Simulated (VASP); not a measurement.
Ge, 4 atoms in the cell. It takes space group P4_122 (No. 91, tetragonal). Conventional cell: a = 4.708 Å, b = 4.708 Å, c = 3.635 Å, α = 90.00°, β = 90.00°, γ = 90.00°. Within 3.1 Å of Ge (site symmetry 2) lie 4 Ge at 2.37 to 2.43 Å. 

- Program: VASP 6.6.1
- Task: relaxation of cell and atoms
- Functional: PBE
- Potentials or basis: VASP PAW PBE potentials, release 64 (Ge_d)
- Cutoff: 600 eV
- k mesh: 4 × 4 × 6
- Occupations: gaussian, width 0.1 eV
- Spin: no spin polarisation
- Dipole correction: no
- Further INCAR settings: ALGO = Normal; EDIFF = 1e-07; IBRION = 2; EDIFFG = -0.04; NSW = 90; ISIF = 3

Potentials or basis: VASP PAW PBE potentials, release 64 (Ge_d).

Command:

```bash
$ cat potpaw_PBE.64/Ge_d/POTCAR > POTCAR
$ mpirun -np 1 vasp_std > vasp.out
```

Hardware: 1 thread of Intel(R) Xeon(R) 6975P-C (Granite Rapids), on a shared host.

Question: How long does it take, and how much memory?

Answer: Run time: 2.9 min on 1 thread of Intel(R) Xeon(R) 6975P-C (Granite Rapids), on a shared host, peak memory 0.23 GiB. Counts: scf iterations 68, k points 24, ion steps 7.
